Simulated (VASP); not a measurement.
# Pb (P6/mmm) in VASP: notebook

Pb is run at these levels: PBEsol; tasks: single point, relaxation of cell and atoms.

Everything below comes from runs of VASP 6.6.1. Logs are shortened: lines on timing, memory, paths and dates and some standing lists are left out, and cuts for length are marked.

## 1. The cell of the first run

It takes space group P6/mmm (No. 191, hexagonal). Conventional cell: a = 3.351 Å, b = 3.351 Å, c = 3.194 Å, α = 90.00°, β = 90.00°, γ = 120.00°. Pb (site symmetry 6/mmm) has 8 Pb at 3.19 to 3.35 Å within 4.2 Å.

This isn't the form of Pb at room conditions, which is fcc.

## 2. Single point, PBEsol

Contents of INCAR:

```
SYSTEM = Pb
PREC = Accurate
ENCUT = 520
EDIFF = 1E-6
ISMEAR = 0
SIGMA = 0.1
LREAL = .False.
LASPH = .True.
NELM = 100
ALGO = Fast
ISIF = 2
LWAVE = .False.
LCHARG = .False.
GGA = PS
NBANDS = 13
```

Contents of KPOINTS:

```
Automatic mesh
0
Gamma
  18 18 18
  0 0 0
```

Contents of POSCAR:

```
Pb
1.0
    3.3513167925      0.0000000000      0.0000000000
   -1.6756583963      2.9023254785      0.0000000000
    0.0000000000      0.0000000000      3.1940054303
Pb
1
Direct
    0.0000000000      0.0000000000      0.0000000000
```

Potentials or basis: VASP PAW PBE potentials, release 64 (Pb_d).

Launch:

```bash
cat potpaw_PBE.64/Pb_d/POTCAR > POTCAR
mpirun -np 1 vasp_std > vasp.out
```

OUTCAR:

```text
SYSTEM = Pb
   PREC = Accurate
   ENCUT = 520
   EDIFF = 1E-6
   ISMEAR = 0
   LREAL = .False.
   LASPH = .True.
   NELM = 100
   ISIF = 2
   GGA = PS

 ion  position               nearest neighbor table
   1  0.000  0.000  0.000-

  LATTYP: Found a hexagonal cell.
 ALAT       =     3.3513167925
 C/A-ratio  =     0.9530598353

  Lattice vectors:

 A1 = (   3.3513167925,   0.0000000000,   0.0000000000)
 A2 = (  -1.6756583963,   2.9023254785,   0.0000000000)
 A3 = (   0.0000000000,   0.0000000000,   3.1940054303)

Analysis of symmetry for initial positions (statically):
=====================================================================
 Subroutine PRICEL returns:
 Original cell was already a primitive cell.

 Routine SETGRP: Setting up the symmetry group for a
 hexagonal supercell.

 Subroutine GETGRP returns: Found 24 space group operations
 (whereof 24 operations were pure point group operations)
 out of a pool of 24 trial point group operations.

The static configuration has the point symmetry D_6h.

Analysis of symmetry for dynamics (positions and initial velocities):
=====================================================================
 Subroutine PRICEL returns:
 Original cell was already a primitive cell.

 Routine SETGRP: Setting up the symmetry group for a
 hexagonal supercell.

 Subroutine GETGRP returns: Found 24 space group operations
 (whereof 24 operations were pure point group operations)
 out of a pool of 24 trial point group operations.

The dynamic configuration has the point symmetry D_6h.

 Subroutine INISYM returns: Found 24 space group operations
 (whereof 24 operations are pure point group operations),
 and found     1 'primitive' translations

----------------------------------------------------------------------------------------

                                     Primitive cell

  volume of cell :      31.0669

  direct lattice vectors                    reciprocal lattice vectors
     3.351316793  0.000000000  0.000000000     0.298390174  0.172275647  0.000000000
    -1.675658396  2.902325478  0.000000000     0.000000000  0.344551294  0.000000000
     0.000000000  0.000000000  3.194005430     0.000000000  0.000000000  0.313086506

  length of vectors
     3.351316793  3.351316793  3.194005430     0.344551294  0.344551294  0.313086506

  position of ions in fractional coordinates (direct lattice)
     0.000000000  0.000000000  0.000000000

  ion indices of the primitive-cell ions
[... 83 lines left out ...]
   TEBEG  =    0.0;   TEEND  =   0.0 temperature during run
   PSTRESS=    0.0 pullay stress
   NELECT =      14.0000    total number of electrons
   NUPDOWN=      -1.0000    fix difference up-down
   EMIN   =  10.00;   EMAX   =-10.00  energy-range for DOS
   EFERMI =   0.00;   METHOD = LEGACY
   ISMEAR =     0;   SIGMA  =   0.10  broadening in eV -4-tet -1-fermi 0-gaus
   EFERMI_NEDOS =   21; number of points for ismear=-14 and -15
   IALGO  =     68    algorithm
   IMIX   =      4    mixing-type and parameters
     AMIX     =   0.40;   BMIX     =  1.00
     AMIX_MAG =   1.60;   BMIX_MAG =  1.00
  volume/ion in A,a.u.               =      31.07       209.65
  Fermi-wavevector in a.u.,A,eV,Ry     =   1.255120  2.371832 21.433599  1.575325
  Thomas-Fermi vector in A             =   2.388892
   LORBIT       =      0    0 simple, 1 ext, 2 COOP (PROOUT), +10 PAW based schemes
   GGA     = PS    functional components
   LHFCALC =     F    Hartree Fock is set to
   AEXX    =    0.0000 exact exchange contribution
   IVDW    =     0    specifies the selected vdW correction
   LEPSILON=     F    determine dielectric tensor
   LRPA    =     F    only Hartree local field effects (RPA)
 non-spin polarized calculation
 RMM-DIIS sequential band-by-band and
 Gauss-broadening in eV      SIGMA  =   0.10
  energy-cutoff  :      520.00
  volume of cell :       31.07
 maximum number of plane-waves:       864
 NGX is ok and might be reduce to    28
   NGX = 13   NGY = 13   NGZ = 11

 number of electron      14.0000007 magnetization

 Free energy of the ion-electron system (eV)
  ---------------------------------------------------
  ext. energy  EPLUGINS =         0.00000000
  ---------------------------------------------------
  free energy    TOTEN  =        -3.89481812 eV

  energy without entropy =       -3.89203640  energy(sigma->0) =       -3.89342726

 E-fermi :   6.6415     XC(G=0): -10.1702

 val. band max:        6.5946567302   @ k =   0.3333   0.0556   0.3333
 cond. band min:       6.6477822685   @ k =   0.3333  -0.0000   0.3333
 fundamental gap:      0.0531255383
 Fermi energy:         6.6415259475

 k-point     1 :       0.0000    0.0000    0.0000
  band No.  band energies     occupation
      1     -10.5416      2.00000
      2     -10.2422      2.00000
      3     -10.2422      2.00000
      4      -9.9162      2.00000
      5      -9.9162      2.00000
      6      -4.9820      2.00000
      7      11.4732      0.00000
      8      13.5089      0.00000
      9      13.5089      0.00000
     10      15.2196      0.00000
     11      16.8211      0.00000
     12      17.7087      0.00000
     13      19.1332      0.00000
[... 354 lines left out ...]
  band No.  band energies     occupation
      1     -10.4383      2.00000
      2     -10.2276      2.00000
      3     -10.0615      2.00000
      4      -9.9633      2.00000
      5      -9.9205      2.00000
      6      -1.6666      2.00000
      7       3.1314      2.00000
      8       8.5139      0.00000
      9      14.8246      0.00000
     10      15.8887      0.00000
     11      17.5769      0.00000
     12      20.1327      0.00000
     13      20.7841      0.00000

 [... further k-points ...]

------------------------ aborting loop because EDIFF is reached ----------------------------------------

  FORCE on cell =-STRESS in cart. coord.  units (eV):
  Direction    XX          YY          ZZ          XY          YZ          ZX
  --------------------------------------------------------------------------------------
  -------------------------------------------------------------------------------------
  Total       -0.0166232     -0.0166232     -0.0157685      0.0000000      0.0000000      0.0000000
  in kB       -0.8572884     -0.8572884     -0.8132112      0.0000000      0.0000000      0.0000000
  external PRESSURE =      -0.8425960 kB  Pullay stress =       0.0000000 kB

 VOLUME and BASIS-vectors are now :
 -----------------------------------------------------------------------------
  energy-cutoff  :      520.00
  volume of cell :       31.07
      direct lattice vectors                 reciprocal lattice vectors
     3.351316793  0.000000000  0.000000000     0.298390174  0.172275647  0.000000000
    -1.675658396  2.902325478  0.000000000     0.000000000  0.344551294  0.000000000
     0.000000000  0.000000000  3.194005430     0.000000000  0.000000000  0.313086506

 POSITION                                       TOTAL-FORCE (eV/Angst)
 -----------------------------------------------------------------------------------
      0.00000      0.00000      0.00000        -0.000000      0.000000      0.000000
 -----------------------------------------------------------------------------------
    total drift:                               -0.000000     -0.000000      0.000000

  FREE ENERGIE OF THE ION-ELECTRON SYSTEM (eV)
  ---------------------------------------------------
  free  energy   TOTEN  =        -3.8948181185 eV

  energy  without entropy=       -3.8920364018  energy(sigma->0) =       -3.89342726
```

Run time: 58 s. Hardware: 1 thread of Intel Xeon 6975P-C (Granite Rapids), shared host; peak memory 0.25 GiB.

What came out:

```
Free energy            : -3.8948 eV
Pressure               : -0.1 GPa
Band gap on the k mesh : zero (bands 7 and 8 overlap by 7.24 eV)
```

Caveat: the PAW data sets were made with another functional, which shifts forces and pressure a little; spin-orbit coupling is left out, which moves the levels of the heavy elements.

## 3. Relaxation of cell and atoms, PBEsol

This run uses another cell than the first one, of 31.56 Å³/atom.

Contents of INCAR:

```
PREC     = Accurate       # precision mode
ENCUT    = 600            # plane-wave cutoff, eV
EDIFF    = 1E-7           # SCF threshold, eV
ISMEAR   = 0              # smearing method
SIGMA    = 0.1            # smearing width, eV
LREAL    = False          # projectors in reciprocal space
LASPH    = True           # aspherical terms in the spheres
NELM     = 80             # most SCF steps
ALGO     = Fast           # electronic algorithm
ISIF     = 3              # what is computed and relaxed
LWAVE    = False          # write WAVECAR
LCHARG   = False          # write CHGCAR
GGA      = PS             # functional
IBRION   = 2              # ionic algorithm
NSW      = 100            # ionic steps
EDIFFG   = -0.01          # ionic threshold
```

Contents of KPOINTS:

```
Automatic mesh
0
Gamma
  18 18 18
```

Contents of POSCAR:

```
Pb
1.0
    3.3913488344      0.0000000000      0.0000000000
   -1.6956744172      2.9369942437      0.0000000000
    0.0000000000      0.0000000000      3.1687915671
Pb
1
Direct
    0.0000000000      0.0000000000      0.0000000000
```

Potentials or basis: VASP PAW PBE potentials, release 64 (Pb_d).

Launch:

```bash
cat potpaw_PBE.64/Pb_d/POTCAR > POTCAR
mpirun -np 1 vasp_std > vasp.out
```

Run time: 3.9 min. Hardware: 1 thread of Intel Xeon 6975P-C (Granite Rapids), shared host; peak memory 0.29 GiB.

Results (log left out):

```
Free energy                           : -3.8950 eV
Relaxed volume                        : 31.09 Å³/atom
Relaxed cell                          : a = 3.352 Å, b = 3.352 Å, c = 3.194 Å, α = 90.00°, β = 90.00°, γ = 120.00°
Space group after relaxing (to 0.1 Å) : P6/mmm (No. 191)
Energy gained by relaxing             : 3.8 meV/atom
Ionic steps                           : 5
Pressure after relaxing               : 0.0 GPa
Band gap on the k mesh                : zero (bands 7 and 8 overlap by 7.24 eV)
```

Step by step:
| step | energy change (eV) | largest force (eV/Å) | pressure (GPa) | volume (Å³) |
| --- | --- | --- | --- | --- |
| 1 | 0.0000 | 0.0000 | -0.72 | 31.56 |
| 2 | -0.0037 | 0.0000 | 0.21 | 30.92 |
| 3 | -0.0038 | 0.0000 | 0.13 | 30.98 |
| 4 | -0.0038 | 0.0000 | 0.11 | 31.00 |
| 5 | -0.0038 | 0.0000 | -0.04 | 31.09 |

Final structure:
```xyz
1
Lattice="3.3523 0.0000 0.0000 -1.6762 2.9032 0.0000 0.0000 0.0000 3.1943" Properties=species:S:1:pos:R:3 pbc="T T T"
Pb    0.0000    0.0000    0.0000
```

Levels at points of the mesh, in eV from the Fermi level:
```tsv
k point	band 3	band 4	band 5	band 6	band 7	band 8	band 9	band 10	band 11
(0.00, 0.00, 0.00)	-16.88	-16.56	-16.56	-11.62	4.83	6.86	6.86	8.58	10.18
(0.50, 0.00, 0.00)	-16.71	-16.59	-16.52	-8.17	-4.07	3.36	7.34	8.20	10.96
(0.00, 0.00, 0.50)	-16.73	-16.73	-16.73	-9.07	-4.31	9.48	9.48	11.81	12.06
(0.50, 0.00, 0.50)	-16.78	-16.51	-16.38	-5.70	-1.89	-1.26	3.78	5.64	9.61
```

Caveat: the PAW data sets were made with another functional, which shifts forces and pressure a little; spin-orbit coupling is left out, which moves the levels of the heavy elements.
